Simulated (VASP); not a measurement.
Input of a VASP 6.6.1 run:

INCAR

```
ALGO = Normal ; EDIFF = 1E-6
ENCUT = 600 ; GGA = PS
GGA_COMPAT = F ; ISIF = 2
ISMEAR = -1 ; IVDW = 12
LASPH = T ; LCHARG = T
LELF = T ; LREAL = F
LVHAR = T ; LWAVE = F
NBANDS = 18 ; NELM = 120
PREC = Accurate ; SIGMA = 0.05
```

The input KPOINTS:

```
k-points
0
Gamma
  6 6 6
```

The input POSCAR:

```
Lu
1.0
    0.0000000000      2.3484201029      2.3484201029
    2.3484201029      0.0000000000      2.3484201029
    2.3484201029      2.3484201029      0.0000000000
Lu
1
Direct
    0.0000000000      0.0000000000      0.0000000000
```

Potentials or basis: VASP PAW PBE potentials, release 64 (Lu).

Launch:

```console
$ cat potpaw_PBE.64/Lu/POTCAR > POTCAR
$ mpirun -np 1 vasp_std > vasp.out
```

**Question.** What does it give for the dispersion energy per atom?

**Answer.** -0.447 eV.

**Question.** Predict the pressure.

**Answer.** -0.1 GPa.

Caveat: the k points lie up to 0.39 Å⁻¹ apart, too coarse for converged energies and pressures of a metal; three body term missing; the PAW data sets were made with another functional, which shifts forces and pressure a little.
